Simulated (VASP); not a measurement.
# MgO (Fm-3m) in VASP: single point with PBE

Aim: the single point of MgO with PBE.

Program: VASP 6.6.1. These are calculated values, not measurements. Logs are shortened: lines on timing, memory, paths and dates and some standing lists are left out, and cuts for length are marked.

### Step 1. The cell of the first run

The structure is cubic, space group Fm-3m (No. 225). The conventional cell has a = 4.212 Å, b = 4.212 Å, c = 4.212 Å, α = 90.00°, β = 90.00°, γ = 90.00°. Mg (site symmetry m-3m) has 6 O at 2.11 Å within 2.8 Å. O (site symmetry m-3m) has 6 Mg at 2.11 Å within 2.8 Å.

### Step 2. Single point, PBE

Input file INCAR:

```
SYSTEM = MgO
  ALGO = Normal
  EDIFF = 1E-6
  ENCUT = 600
  GGA = PE
  GGA_COMPAT = .False.
  ISIF = 2
  ISMEAR = 0
  LASPH = .True.
  LCHARG = .False.
  LREAL = .False.
  LWAVE = .False.
  NBANDS = 11
  NELM = 120
  PREC = Accurate
  SIGMA = 0.01
```

Input file KPOINTS:

```
k-points
0
Gamma
  8 8 8
  0 0 0
```

Input file POSCAR:

```
MgO
1.0
    0.0000000000      2.1060000000      2.1060000000
    2.1060000000      0.0000000000      2.1060000000
    2.1060000000      2.1060000000      0.0000000000
Mg O
1 1
Direct
    0.0000000000      0.0000000000      0.0000000000
    0.5000000000      0.5000000000      0.5000000000
```

Potentials or basis: VASP PAW PBE potentials, release 64 (Mg, O).

The run is started by

```sh
$ cat potpaw_PBE.64/Mg/POTCAR potpaw_PBE.64/O/POTCAR > POTCAR
$ mpirun -np 1 vasp_std > vasp.out
```

OUTCAR:

```text
SYSTEM = MgO
   EDIFF = 1E-6
   ENCUT = 600
   GGA = PE
   ISIF = 2
   ISMEAR = 0
   LASPH = .True.
   LREAL = .False.
   NELM = 120
   PREC = Accurate

 ion  position               nearest neighbor table
   1  0.000  0.000  0.000-   2 2.11   2 2.11   2 2.11   2 2.11   2 2.11   2 2.11
   2  0.500  0.500  0.500-   1 2.11   1 2.11   1 2.11   1 2.11   1 2.11   1 2.11

  LATTYP: Found a face centered cubic cell.
 ALAT       =     4.2120000000

  Lattice vectors:

 A1 = (   0.0000000000,   2.1060000000,   2.1060000000)
 A2 = (   2.1060000000,   0.0000000000,   2.1060000000)
 A3 = (   2.1060000000,   2.1060000000,   0.0000000000)

Analysis of symmetry for initial positions (statically):
=====================================================================
 Subroutine PRICEL returns:
 Original cell was already a primitive cell.

 Routine SETGRP: Setting up the symmetry group for a
 face centered cubic supercell.

 Subroutine GETGRP returns: Found 48 space group operations
 (whereof 48 operations were pure point group operations)
 out of a pool of 48 trial point group operations.

The static configuration has the point symmetry O_h .

Analysis of symmetry for dynamics (positions and initial velocities):
=====================================================================
 Subroutine PRICEL returns:
 Original cell was already a primitive cell.

 Routine SETGRP: Setting up the symmetry group for a
 face centered cubic supercell.

 Subroutine GETGRP returns: Found 48 space group operations
 (whereof 48 operations were pure point group operations)
 out of a pool of 48 trial point group operations.

The dynamic configuration has the point symmetry O_h .

 Subroutine INISYM returns: Found 48 space group operations
 (whereof 48 operations are pure point group operations),
 and found     1 'primitive' translations

----------------------------------------------------------------------------------------

                                     Primitive cell

  volume of cell :      18.6812

  direct lattice vectors                    reciprocal lattice vectors
     0.000000000  2.106000000  2.106000000    -0.237416904  0.237416904  0.237416904
     2.106000000  0.000000000  2.106000000     0.237416904 -0.237416904  0.237416904
     2.106000000  2.106000000  0.000000000     0.237416904  0.237416904 -0.237416904

  length of vectors
     2.978333762  2.978333762  2.978333762     0.411218140  0.411218140  0.411218140

  position of ions in fractional coordinates (direct lattice)
     0.000000000  0.000000000  0.000000000
[... 81 lines left out ...]
   NSW    =      0    number of steps for IOM
   IBRION =     -1    ionic relax: 0-MD 1-quasi-New 2-CG
   NFREE  =      0    steps in history (QN), initial steepest desc. (CG)
   ISIF   =      2    stress and relaxation
   ISYM   =      2    0-nonsym 1-usesym 2-fastsym
   POTIM  = 0.5000    time-step for ionic-motion
   TEBEG  =    0.0;   TEEND  =   0.0 temperature during run
   PSTRESS=    0.0 pullay stress
   NELECT =       8.0000    total number of electrons
   NUPDOWN=      -1.0000    fix difference up-down
   EMIN   =  10.00;   EMAX   =-10.00  energy-range for DOS
   EFERMI =   0.00;   METHOD = LEGACY
   ISMEAR =     0;   SIGMA  =   0.01  broadening in eV -4-tet -1-fermi 0-gaus
   EFERMI_NEDOS =   21; number of points for ismear=-14 and -15
   IALGO  =     38    algorithm
   IMIX   =      4    mixing-type and parameters
     AMIX     =   0.40;   BMIX     =  1.00
     AMIX_MAG =   1.60;   BMIX_MAG =  1.00
  volume/ion in A,a.u.               =       9.34        63.03
  Fermi-wavevector in a.u.,A,eV,Ry     =   1.233966  2.331857 20.717205  1.522672
  Thomas-Fermi vector in A             =   2.368675
   LORBIT       =      0    0 simple, 1 ext, 2 COOP (PROOUT), +10 PAW based schemes
   GGA     = PE    functional components
   LHFCALC =     F    Hartree Fock is set to
   AEXX    =    0.0000 exact exchange contribution
   IVDW    =     0    specifies the selected vdW correction
   LEPSILON=     F    determine dielectric tensor
   LRPA    =     F    only Hartree local field effects (RPA)
 non-spin polarized calculation
 Gauss-broadening in eV      SIGMA  =   0.01
  energy-cutoff  :      600.00
  volume of cell :       18.68
 maximum number of plane-waves:       636
   NGX = 11   NGY = 11   NGZ = 11

 number of electron       8.0000005 magnetization

 Free energy of the ion-electron system (eV)
  ---------------------------------------------------
  ext. energy  EPLUGINS =         0.00000000
  ---------------------------------------------------
  free energy    TOTEN  =       -11.90891132 eV

  energy without entropy =      -11.90891132  energy(sigma->0) =      -11.90891132

 E-fermi :   3.2264     XC(G=0): -11.0785

 val. band max:        3.1853519815   @ k =   0.0000   0.0000   0.0000
 cond. band min:       7.9134934939   @ k =   0.0000   0.0000   0.0000
 fundamental gap:      4.7281415124
 Fermi energy:         3.2264327436

 k-point     1 :       0.0000    0.0000    0.0000
  band No.  band energies     occupation
      1     -14.0774      2.00000
      2       3.1854      2.00000
      3       3.1854      2.00000
      4       3.1854      2.00000
      5       7.9135      0.00000
      6      18.9879      0.00000
      7      18.9879      0.00000
      8      18.9879      0.00000
      9      22.9034      0.00000
     10      24.6790      0.00000
     11      24.6790      0.00000
[... 309 lines left out ...]
 k-point    24 :      -0.3750    0.2500    0.1250
  band No.  band energies     occupation
      1     -12.6432      2.00000
      2      -0.8140      2.00000
      3       1.2515      2.00000
      4       2.1992      2.00000
      5      12.8591      0.00000
      6      15.3853      0.00000
      7      16.6782      0.00000
      8      20.0856      0.00000
      9      23.7141      0.00000
     10      25.2651      0.00000
     11      29.3485      0.00000

 [... further k-points ...]
[... 5 lines left out ...]
  --------------------------------------------------------------------------------------
  -------------------------------------------------------------------------------------
  Total        0.4317614      0.4317614      0.4317614      0.0000000      0.0000000      0.0000000
  in kB       37.0296228     37.0296228     37.0296228      0.0000000      0.0000000      0.0000000
  external PRESSURE =      37.0296228 kB  Pullay stress =       0.0000000 kB

 VOLUME and BASIS-vectors are now :
 -----------------------------------------------------------------------------
  energy-cutoff  :      600.00
  volume of cell :       18.68
      direct lattice vectors                 reciprocal lattice vectors
     0.000000000  2.106000000  2.106000000    -0.237416904  0.237416904  0.237416904
     2.106000000  0.000000000  2.106000000     0.237416904 -0.237416904  0.237416904
     2.106000000  2.106000000  0.000000000     0.237416904  0.237416904 -0.237416904

 POSITION                                       TOTAL-FORCE (eV/Angst)
 -----------------------------------------------------------------------------------
      0.00000      0.00000      0.00000        -0.000000     -0.000000     -0.000000
      2.10600      2.10600      2.10600         0.000000      0.000000      0.000000
 -----------------------------------------------------------------------------------
    total drift:                               -0.000000     -0.000000      0.000000

  FREE ENERGIE OF THE ION-ELECTRON SYSTEM (eV)
  ---------------------------------------------------
  free  energy   TOTEN  =       -11.9089113226 eV

  energy  without entropy=      -11.9089113226  energy(sigma->0) =      -11.90891132
```

stdout:

```text
POSCAR found type information on POSCAR MgO
 POSCAR found :  2 types and       2 ions
 scaLAPACK will be used
 LDA part: xc-table for (Slater+PW92), standard interpolation
 POSCAR, INCAR and KPOINTS ok, starting setup
 FFT: planning ... GRIDC
 FFT: planning ... GRID_SOFT
 FFT: planning ... GRID
 WAVECAR not read
 entering main loop
```

Run time: 9.3 s. Hardware: 1 thread of Intel Xeon 8259CL, shared host; peak memory 0.14 GiB.

What came out:

- Free energy: -11.9089 eV
- Pressure: 3.7 GPa
- Band gap on the k mesh: 4.73 eV, direct

PBE gaps usually lie below the measured ones, often by a third to a half.
